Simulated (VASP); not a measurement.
# Re (P6/mmm) in VASP: a series of runs, part 2 of 2

VASP 6.6.1. The steps go on from the part before.

## 4. Single point, BLYP (16.44 Å³/atom)

This run uses another cell than the first one, of 16.44 Å³/atom.

File INCAR:

```
SYSTEM = Re
AGGAC    = 1.0          
AGGAX    = 1.0          
ALDAC    = 0.0          
ALDAX    = 1.0          
ALGO     = Normal         ! electronic algorithm
EDIFF    = 1E-6           ! SCF threshold, eV
ENCUT    = 560            ! plane-wave cutoff, eV
GGA      = B5             ! functional
GGA_COMPAT= .FALSE.      
ISIF     = 2              ! what is computed and relaxed
ISMEAR   = -1             ! smearing method
LASPH    = .TRUE.         ! aspherical terms in the spheres
LCHARG   = .TRUE.         ! write CHGCAR
LELF     = .TRUE.         ! ELF
LREAL    = .FALSE.        ! projectors in reciprocal space
LVHAR    = .TRUE.       
LWAVE    = .FALSE.        ! write WAVECAR
NBANDS   = 30             ! bands
NELM     = 120            ! most SCF steps
PREC     = Accurate       ! precision mode
SIGMA    = 0.1            ! smearing width, eV
```

File KPOINTS:

```
k-points
0
G
  9 9 13
  0 0 0
```

File POSCAR:

```
Re
1.0
    4.4906469804      0.0000000000      0.0000000000
   -2.2453234902      3.8890143644      0.0000000000
    0.0000000000      0.0000000000      2.8240282545
Re
3
Direct
    1.0000000000      1.0000000000      1.0000000000
    0.3333333333      0.6666666667      0.5000000000
    0.6666666667      0.3333333333      0.5000000000
```

Potentials or basis: VASP PAW PBE potentials, release 64 (Re_sv_GW).

Run with:

```console
cat potpaw_PBE.64/Re_sv_GW/POTCAR > POTCAR
mpirun -np 1 vasp_std > vasp.out
```

OUTCAR:

```text
SYSTEM = Re
   EDIFF = 1E-6
   ENCUT = 560
   GGA = B5
   ISIF = 2
   ISMEAR = -1
   LASPH = .TRUE.
   LREAL = .FALSE.
   NELM = 120
   PREC = Accurate

 ion  position               nearest neighbor table
   1  0.000  0.000  0.000-   2 2.95   3 2.95   2 2.95   3 2.95   2 2.95   2 2.95   3 2.95   3 2.95
                             3 2.95   3 2.95   2 2.95   2 2.95
   2  0.333  0.667  0.500-   3 2.59   3 2.59   3 2.59   1 2.95   1 2.95   1 2.95   1 2.95   1 2.95
                             1 2.95
   3  0.667  0.333  0.500-   2 2.59   2 2.59   2 2.59   1 2.95   1 2.95   1 2.95   1 2.95   1 2.95
                             1 2.95

  LATTYP: Found a hexagonal cell.
 ALAT       =     4.4906469804
 C/A-ratio  =     0.6288689062

  Lattice vectors:

 A1 = (   4.4906469804,   0.0000000000,   0.0000000000)
 A2 = (  -2.2453234902,   3.8890143644,   0.0000000000)
 A3 = (   0.0000000000,   0.0000000000,   2.8240282545)

Analysis of symmetry for initial positions (statically):
=====================================================================
 Subroutine PRICEL returns:
 Original cell was already a primitive cell.

 Routine SETGRP: Setting up the symmetry group for a
 hexagonal supercell.
[... 168 lines left out ...]

 E-fermi :  11.8656     XC(G=0): -12.8834

 val. band max:       11.8610651485   @ k =   0.2222   0.2222   0.3077
 cond. band min:      11.8672464115   @ k =   0.0000   0.0000   0.1538
 fundamental gap:      0.0061812629
 Fermi energy:        11.8656437187

 k-point     1 :       0.0000    0.0000    0.0000
  band No.  band energies     occupation
      1     -67.6681      2.00000
      2     -67.5998      2.00000
      3     -67.5209      2.00000
      4     -30.0313      2.00000
      5     -30.0313      2.00000
      6     -29.7619      2.00000
[... 781 lines left out ...]
     29      14.8776      0.00000
     30      15.4563      0.00000

 [... further k-points ...]

------------------------ aborting loop because EDIFF is reached ----------------------------------------

  FORCE on cell =-STRESS in cart. coord.  units (eV):
  Direction    XX          YY          ZZ          XY          YZ          ZX
  --------------------------------------------------------------------------------------
  -------------------------------------------------------------------------------------
  Total       -3.5260830     -3.5260830     -3.2413045      0.0000000     -0.0000000      0.0000000
  in kB     -114.5474990   -114.5474990   -105.2962534      0.0000000     -0.0000000      0.0000000
  external PRESSURE =    -111.4637505 kB  Pullay stress =       0.0000000 kB

 VOLUME and BASIS-vectors are now :
 -----------------------------------------------------------------------------
  energy-cutoff  :      560.00
  volume of cell :       49.32
      direct lattice vectors                 reciprocal lattice vectors
     4.490646980  0.000000000  0.000000000     0.222685062  0.128567280  0.000000000
    -2.245323490  3.889014364  0.000000000     0.000000000  0.257134561  0.000000000
     0.000000000  0.000000000  2.824028254     0.000000000  0.000000000  0.354104106

 POSITION                                       TOTAL-FORCE (eV/Angst)
 -----------------------------------------------------------------------------------
      0.00000      0.00000      0.00000        -0.000000      0.000000      0.000000
     -0.00000      2.59268      1.41201         0.000000      0.000000     -0.000000
      2.24532      1.29634      1.41201         0.000000      0.000000      0.000000
 -----------------------------------------------------------------------------------
    total drift:                                0.000000     -0.000000     -0.000000

  FREE ENERGIE OF THE ION-ELECTRON SYSTEM (eV)
  ---------------------------------------------------
  free  energy   TOTEN  =       -36.8458847698 eV

  energy  without entropy=      -36.7636585798  energy(sigma->0) =      -36.80477167
```

Wall time 2.5 min (1 thread of Intel Xeon Platinum 8259CL at 2.50GHz (Skylake/Cascade Lake), shared host); peak memory 0.26 GiB.

Results:

- Free energy: -36.8459 eV
- Pressure: -11.1 GPa
- Band gap on the k mesh: zero (an odd number of electrons rules out a gap without spin polarisation)

Stress tensor (GPa, compression positive):
```
-11.45   0.00   0.00
  0.00 -11.45   0.00
  0.00   0.00 -10.53
```

Levels at points of the mesh, in eV from the Fermi level:
| k point | band 20 | band 21 | band 22 | band 23 | band 24 | band 25 | band 26 | band 27 |
| --- | --- | --- | --- | --- | --- | --- | --- | --- |
| (0.00, 0.00, 0.00) | -1.68 | -0.72 | -0.72 | -0.01 | -0.01 | 0.04 | 0.04 | 3.67 |

Caveat: the cell stands under tension; the PAW data sets were made with another functional, which shifts forces and pressure a little; spin-orbit coupling is left out, which moves the levels of the heavy elements.

## 5. Summary

| cell | gap on the mesh (eV) | pressure (GPa) |
| --- | --- | --- |
| a = 4.372, b = 4.372, c = 2.750 Å, angles 90.0, 90.0, 120.0°, 3 atoms | none | 13.9 |
| a = 4.547, b = 4.547, c = 2.860 Å, angles 90.0, 90.0, 120.0°, 3 atoms | none | -20.0 |
| a = 4.491, b = 4.491, c = 2.824 Å, angles 90.0, 90.0, 120.0°, 3 atoms | none | -11.1 |

Alike in all rows: task single point; level BLYP; potentials or basis VASP PAW PBE potentials, release 64 (Re_sv_GW); no spin polarisation; k mesh 9 × 9 × 13; cutoff (eV) 560; smearing fermi-dirac 0.1 eV.

Caveats: the PAW data sets were made with another functional, which shifts forces and pressure a little; spin-orbit coupling is left out, which moves the levels of the heavy elements; the cell stands under tension (at least some runs); the cell stands under pressure (at least some runs).

Absolute energies hang on the potentials; compare differences alone.
